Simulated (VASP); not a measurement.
# Ti12HO in VASP: single point with PBE+D3(BJ)

Aim: the single point of Ti12HO with PBE+D3(BJ).

Program: VASP 6.6.1. These are calculated values, not measurements. Logs are shortened: lines on timing, memory, paths and dates and some standing lists are left out, and cuts for length are marked.

### 1 The cell of the first run

The cell holds a slab with vacuum, 14 atoms: a = 5.900 Å, b = 5.900 Å, c = 19.685 Å, α = 90.00°, β = 90.00°, γ = 60.00°.

### 2 Single point, PBE+D3(BJ)

File INCAR:

```
SYSTEM = Ti12HO
  PREC = Accurate
  ENCUT = 520
  EDIFF = 1E-6
  ISMEAR = -1
  SIGMA = 0.1
  LREAL = .False.
  LASPH = .True.
  NELM = 80
  ALGO = Normal
  ISIF = 2
  LWAVE = .False.
  LCHARG = .False.
  GGA = PE
  IVDW = 12
  NBANDS = 88
```

File KPOINTS:

```
regular mesh
0
Gamma
  3 3 1
  0 0 0
```

File POSCAR:

```
Ti12HO
1.0
    5.9000000000      0.0000000000      0.0000000000
    2.9500000000      5.1095500000      0.0000000000
    0.0000000000      0.0000000000     19.6846000000
Ti O H
12 1 1
Direct
    0.0000000000      0.0000000000      0.0508011339
    0.5000000000      0.0000000000      0.0508011339
   -0.0000024464      0.5000048928      0.0508011339
    0.4999975536      0.5000048928      0.0508011339
   -0.1586090058      0.3246078422      0.1432185566
    0.3432882336      0.3186777701      0.1458043344
   -0.1652761972      0.8399761231      0.1489997257
    0.3201800887      0.8312669413      0.1530130153
   -0.0043013231      0.0162636631      0.2763124473
    0.5076472680     -0.0086504682      0.2663503449
    0.0314899564      0.5064438160      0.2640084127
    0.4825574538      0.4913935669      0.2740467167
    0.8083950282      0.3700912996      0.2802292147
    0.2760402817     -0.1811314108      0.2991780377
```

Potentials or basis: VASP PAW PBE potentials, release 64 (Ti_sv, O, H).

Started as:

```bash
$ cat potpaw_PBE.64/Ti_sv/POTCAR potpaw_PBE.64/O/POTCAR potpaw_PBE.64/H/POTCAR > POTCAR
$ mpirun -np 1 vasp_std > vasp.out
```

OUTCAR:

```text
SYSTEM = Ti12HO
   PREC = Accurate
   ENCUT = 520
   EDIFF = 1E-6
   ISMEAR = -1
   LREAL = .False.
   LASPH = .True.
   NELM = 80
   ISIF = 2
   GGA = PE
   IVDW = 12
 IVDW          = 12

 ion  position               nearest neighbor table
   1  0.000  0.000  0.051-   5 2.46   7 2.55   8 2.59
   2  0.500  0.000  0.051-   6 2.48   7 2.58   8 2.69
   3  1.000  0.500  0.051-   5 2.49   6 2.56   7 2.60
   4  0.500  0.500  0.051-   5 2.52   6 2.55   8 2.63
   5  0.841  0.325  0.143-   1 2.46   3 2.49   4 2.52   8 2.88   7 2.88
   6  0.343  0.319  0.146-   2 2.48   4 2.55   3 2.56  11 2.83   7 2.86  10 2.90
   7  0.835  0.840  0.149-   1 2.55   2 2.58   3 2.60  11 2.84   8 2.84  10 2.85   6 2.86   5 2.88

   8  0.320  0.831  0.153-   1 2.59   4 2.63   2 2.69   7 2.84  10 2.85   5 2.88
   9  0.996  0.016  0.276-  14 1.54  13 1.81  11 2.92
  10  0.508  0.991  0.266-   7 2.85   8 2.85  12 2.88   6 2.90
  11  0.031  0.506  0.264-  13 1.88  12 2.63   6 2.83   7 2.84   9 2.92
  12  0.483  0.491  0.274-  13 1.69  14 1.76  11 2.63  10 2.88
  13  0.808  0.370  0.280-  12 1.69   9 1.81  11 1.88
  14  0.276  0.819  0.299-   9 1.54  12 1.76

  LATTYP: Found a hexagonal cell.
 ALAT       =     5.9000001019
 C/A-ratio  =     3.3363728237

  Lattice vectors:

 A1 = (  -2.9500000000,  -5.1095500000,   0.0000000000)
 A2 = (   5.9000000000,   0.0000000000,   0.0000000000)
 A3 = (   0.0000000000,   0.0000000000,  19.6846000000)

Analysis of symmetry for initial positions (statically):
=====================================================================
 Subroutine PRICEL returns:
 Original cell was already a primitive cell.

 Routine SETGRP: Setting up the symmetry group for a
 hexagonal supercell.

 Subroutine GETGRP returns: Found  1 space group operations
 (whereof  1 operations were pure point group operations)
 out of a pool of 24 trial point group operations.

The static configuration has the point symmetry C_1 .

Analysis of symmetry for dynamics (positions and initial velocities):
=====================================================================
 Subroutine PRICEL returns:
 Original cell was already a primitive cell.

 Routine SETGRP: Setting up the symmetry group for a
 hexagonal supercell.

 Subroutine GETGRP returns: Found  1 space group operations
 (whereof  1 operations were pure point group operations)
 out of a pool of 24 trial point group operations.

The dynamic configuration has the point symmetry C_1 .

 Subroutine INISYM returns: Found  1 space group operations
 (whereof  1 operations are pure point group operations),
 and found     1 'primitive' translations

----------------------------------------------------------------------------------------

                                     Primitive cell

  volume of cell :     593.4187

  direct lattice vectors                    reciprocal lattice vectors
     5.900000000  0.000000000  0.000000000     0.169491525 -0.097855976  0.000000000
     2.950000000  5.109550000  0.000000000     0.000000000  0.195711951  0.000000000
     0.000000000  0.000000000 19.684600000     0.000000000  0.000000000  0.050801134

  length of vectors
     5.900000000  5.900000102 19.684600000     0.195711955  0.195711951  0.050801134

  position of ions in fractional coordinates (direct lattice)
     0.000000000  0.000000000  0.050801134
     0.500000000  0.000000000  0.050801134
     0.999997554  0.500004893  0.050801134
     0.499997554  0.500004893  0.050801134
     0.841390994  0.324607842  0.143218557
     0.343288234  0.318677770  0.145804334
     0.834723803  0.839976123  0.148999726
     0.320180089  0.831266941  0.153013015
     0.995698677  0.016263663  0.276312447
     0.507647268  0.991349532  0.266350345
     0.031489956  0.506443816  0.264008413
     0.482557454  0.491393567  0.274046717
     0.808395028  0.370091300  0.280229215
     0.276040282  0.818868589  0.299178038

  ion indices of the primitive-cell ions
   primitive index   ion index
                 1           1
                 2           2
                 3           3
                 4           4
                 5           5
                 6           6
                 7           7
                 8           8
                 9           9
                10          10
                11          11
                12          12
                13          13
                14          14

----------------------------------------------------------------------------------------

 KPOINTS: regular mesh

Automatic generation of k-mesh.
 Grid dimensions read from file:
 generate k-points for:    3    3    1

 Generating k-lattice:

  Cartesian coordinates                     Fractional coordinates (reciprocal lattice)
     0.056497175 -0.032618659  0.000000000     0.333333333 -0.000000000  0.000000000
     0.000000000  0.065237317  0.000000000     0.000000000  0.333333333  0.000000000
     0.000000000  0.000000000  0.050801134     0.000000000  0.000000000  1.000000000

  Length of vectors
     0.065237318  0.065237317  0.050801134

  Shift w.r.t. Gamma in fractional coordinates (k-lattice)
     0.000000000  0.000000000  0.000000000

 Subroutine IBZKPT returns following result:
 ===========================================

 Found      5 irreducible k-points:

 Following reciprocal coordinates:
            Coordinates               Weight
  0.000000  0.000000  0.000000      1.000000
  0.333333  0.000000  0.000000      2.000000
  0.333333  0.333333  0.000000      2.000000
  0.000000  0.333333  0.000000      2.000000
 -0.333333  0.333333  0.000000      2.000000
   k-points           NKPTS =      5   k-points in BZ     NKDIM =      5   number of bands    NBANDS=     88
   number of dos      NEDOS =    301   number of ions     NIONS =     14
   total plane-waves  NPLWV = 345600
   dimension x,y,z NGX =    48 NGY =   48 NGZ =  150
   dimension x,y,z NGXF=    96 NGYF=   96 NGZF=  300
   ions per type =              12   1   1
   NGX,Y,Z   is equivalent  to a cutoff of  13.53, 13.53, 12.67 a.u.
   NGXF,Y,Z  is equivalent  to a cutoff of  27.05, 27.05, 25.34 a.u.
 SYSTEM =  Ti12HO
   PREC   = accura    normal or accurate (medium, high low for compatibility)
   ISTART =      0    job   : 0-new  1-cont  2-samecut
   ICHARG =      2    charge: 1-file 2-atom 10-const
   ISPIN  =      1    spin polarized calculation?
   LNONCOLLINEAR =      F non collinear calculations
   LSORBIT =      F    spin-orbit coupling
   LASPH  =      T    aspherical Exc in radial PAW
   ENCUT  =  520.0 eV  38.22 Ry    6.18 a.u.  10.97 10.97 36.60*2*pi/ulx,y,z
   NELM   =     80;   NELMIN=  2; NELMDL= -5     # of ELM steps
   EDIFF  = 0.1E-05   stopping-criterion for ELM
   LREAL  =      F    real-space projection
   EDIFFG = 0.1E-04   stopping-criterion for IOM
   NSW    =      0    number of steps for IOM
   IBRION =     -1    ionic relax: 0-MD 1-quasi-New 2-CG
   NFREE  =      0    steps in history (QN), initial steepest desc. (CG)
   ISIF   =      2    stress and relaxation
   ISYM   =      2    0-nonsym 1-usesym 2-fastsym
   POTIM  = 0.5000    time-step for ionic-motion
   TEBEG  =    0.0;   TEEND  =   0.0 temperature during run
   PSTRESS=    0.0 pullay stress
   NELECT =     151.0000    total number of electrons
   NUPDOWN=      -1.0000    fix difference up-down
   EMIN   =  10.00;   EMAX   =-10.00  energy-range for DOS
   EFERMI =   0.00;   METHOD = LEGACY
   ISMEAR =    -1;   SIGMA  =   0.10  broadening in eV -4-tet -1-fermi 0-gaus
   EFERMI_NEDOS =   21; number of points for ismear=-14 and -15
   IALGO  =     38    algorithm
   IMIX   =      4    mixing-type and parameters
     AMIX     =   0.40;   BMIX     =  1.00
     AMIX_MAG =   1.60;   BMIX_MAG =  1.00
  volume/ion in A,a.u.               =      42.39       286.04
  Fermi-wavevector in a.u.,A,eV,Ry     =   1.037401  1.960404 14.642606  1.076201
  Thomas-Fermi vector in A             =   2.171837
   LORBIT       =      0    0 simple, 1 ext, 2 COOP (PROOUT), +10 PAW based schemes
   GGA     = PE    functional components
   LHFCALC =     F    Hartree Fock is set to
   AEXX    =    0.0000 exact exchange contribution
   IVDW    =    12    specifies the selected vdW correction
   LEPSILON=     F    determine dielectric tensor
   LRPA    =     F    only Hartree local field effects (RPA)
 non-spin polarized calculation
  energy-cutoff  :      520.00
  volume of cell :      593.42
 maximum number of plane-waves:     16011
 NGX is ok and might be reduce to    48
   NGX = 21   NGY = 21   NGZ = 73

 number of electron     150.9999991 magnetization

 Free energy of the ion-electron system (eV)
  ---------------------------------------------------
  ext. energy  EPLUGINS =         0.00000000
  ---------------------------------------------------
  free energy    TOTEN  =       -98.97473989 eV

  energy without entropy =      -98.35190788  energy(sigma->0) =      -98.66332389

 E-fermi :   0.4806     XC(G=0):  -5.0562

 val. band max:        0.4505964096   @ k =  -0.3333   0.3333   0.0000
 cond. band min:       0.4926149121   @ k =   0.3333   0.3333   0.0000
 fundamental gap:      0.0420185025
 Fermi energy:         0.4806144899

 k-point     1 :       0.0000    0.0000    0.0000
  band No.  band energies     occupation
      1     -56.4741      2.00000
      2     -56.3874      2.00000
      3     -56.3826      2.00000
      4     -56.3299      2.00000
      5     -56.2732      2.00000
      6     -56.1813      2.00000
[... 439 lines left out ...]
     86       1.4124      0.00018
     87       1.5359      0.00005
 [bands above 87 left out]

------------------------ aborting loop because EDIFF is reached ----------------------------------------

 Edisp (eV)   -5.21639

 E8    (eV) :    -2.5478

  FORCE on cell =-STRESS in cart. coord.  units (eV):
  Direction    XX          YY          ZZ          XY          YZ          ZX
  --------------------------------------------------------------------------------------
  -------------------------------------------------------------------------------------
  Total       9.62607     8.06993    11.02625    -5.93006    -0.98873     1.28294
  in kB      25.98953    21.78810    29.76989   -16.01063    -2.66947     3.46383
  external pressure =       25.85 kB  Pullay stress =        0.00 kB

 VOLUME and BASIS-vectors are now :
 -----------------------------------------------------------------------------
  energy-cutoff  :      520.00
  volume of cell :      593.42
      direct lattice vectors                 reciprocal lattice vectors
     5.900000000  0.000000000  0.000000000     0.169491525 -0.097855976  0.000000000
     2.950000000  5.109550000  0.000000000     0.000000000  0.195711951  0.000000000
     0.000000000  0.000000000 19.684600000     0.000000000  0.000000000  0.050801134

 POSITION                                       TOTAL-FORCE (eV/Angst)
 -----------------------------------------------------------------------------------
      0.00000      0.00000      1.00000         0.126237     -0.469000     -1.971648
      2.95000      0.00000      1.00000        -0.248264     -0.515637     -1.407278
      7.37500      2.55480      1.00000         0.234045      0.392017     -1.816711
      4.42500      2.55480      1.00000        -0.036792      0.422237     -1.633711
      5.92180      1.65860      2.81920        -0.129912      0.652145      2.750914
      2.96550      1.62830      2.87010         0.026993      0.193397      2.184330
      7.40280      4.29190      2.93300        -0.153418     -0.283276      1.808519
      4.34130      4.24740      3.01200         0.299618     -0.298168      1.179384
      5.92260      0.08310      5.43910        -2.175849     -0.740320     -1.875462
      5.91960      5.06535      5.24300        -0.351158      0.462018     -0.380239
      1.67980      2.58770      5.19690         0.332168      0.336492     -0.445376
      4.29670      2.51080      5.39450        -4.464530      1.837058     -1.607668
      5.86130      1.89100      5.51620         3.869274     -0.471389      1.632344
      4.04430      4.18405      5.88920         2.671589     -1.517575      1.582604
 -----------------------------------------------------------------------------------
    total drift:                                0.000117     -0.000266      0.000416

  FREE ENERGIE OF THE ION-ELECTRON SYSTEM (eV)
  ---------------------------------------------------
  free  energy   TOTEN  =      -104.1911336905 eV

  energy  without entropy=     -103.5683016767  energy(sigma->0) =     -103.87971768
```

Run time: 15 min. Hardware: 1 thread of Intel Xeon Platinum 8488C (Sapphire Rapids), shared host; peak memory 0.76 GiB.

Results:

```
Free energy                : -104.1911 eV
Largest force              : 5.088 eV/Å
Dispersion energy per atom : -0.373 eV
```

Forces in eV/Å, atoms in the order of the input:
```
Ti   0.126 -0.469 -1.972
Ti  -0.248 -0.516 -1.407
Ti   0.234  0.392 -1.817
Ti  -0.037  0.422 -1.634
Ti  -0.130  0.652  2.751
Ti   0.027  0.193  2.184
Ti  -0.153 -0.283  1.809
Ti   0.300 -0.298  1.179
Ti  -2.176 -0.740 -1.875
Ti  -0.351  0.462 -0.380
Ti   0.332  0.336 -0.445
Ti  -4.465  1.837 -1.608
O    3.869 -0.471  1.632
H    2.672 -1.518  1.583
```

Caveat: the k points lie up to 0.41 Å⁻¹ apart; an odd number of electrons without spin polarisation forces a metal; a magnetic or distorted state may lie lower.
